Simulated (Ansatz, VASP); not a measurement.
## Ag: VASP beside Ansatz

Contents of INCAR:

```
SYSTEM = Ag
ALGO = Fast
EDIFF = 1E-6
ENCUT = 520
GGA = PS
ISIF = 2
ISMEAR = 0
LASPH = .True.
LCHARG = .True.
LELF = .True.
LREAL = .False.
LVHAR = .True.
LWAVE = .False.
NBANDS = 12
NELM = 60
PREC = Accurate
SIGMA = 0.15
```

File KPOINTS:

```
k-points
0
Gamma
  22 22 22
  0 0 0
```

Contents of POSCAR:

```
Ag
1.0
    0.0000000000      1.9792108454      2.1771319299
    1.9792108454      0.0000000000      2.1771319299
    1.9792108454      1.9792108454      0.0000000000
Ag
1
Direct
    0.0000000000      0.0000000000      0.0000000000
```

Input for Ansatz:

```yaml
crystal:
  lattice:
    - [0.0, 1.9792108454, 2.1771319299]
    - [1.9792108454, 0.0, 2.1771319299]
    - [1.9792108454, 1.9792108454, 0.0]
  atoms:
    - { symbol: Ag, position: [0.0, 0.0, 0.0] }
basis:
  ecutwfc: 420
kpoints:
  mp_grid: { grid: [22, 22, 22] }
hamiltonian:
  xc: pbesol
scf:
  occupations: { method: gaussian, width: 0.15 }
output:
  forces: true
  stress: true
  eigenvalues: true
```

Alike in both runs: task single point; functional PBEsol; k mesh 22 × 22 × 22; occupations gaussian, width 0.15 eV; no spin polarisation.

```csv
,VASP,Ansatz
version,VASP 6.6.1,Ansatz 0.2.0
potentials or method,"VASP PAW PBE potentials, release 64 (Ag), cutoff 520 eV","scalar-relativistic, plane waves, PAW"
valence electrons in the cell,11,19
```

VASP gave:

- gap on the k mesh at the Fermi level (eV): none
- pressure (GPa): -2.4
- traceless stress, the component that is largest in VASP (GPa): -3.32

**Question.** Which values does Ansatz return?

**Answer.** gap on the k mesh at the Fermi level (eV): none; pressure (GPa): -2.3; traceless stress, the component that is largest in VASP (GPa): -3.35.

VASP's potentials were made for PBE, not for PBEsol. A gap of «none» marks a metal or a gap that the smearing closes. The functional is the same, so the differences come from potentials, cutoffs and numerics. VASP's potentials hold 11 valence electrons a cell and Ansatz's 19, so a difference there can come from the potentials and not from the codes.
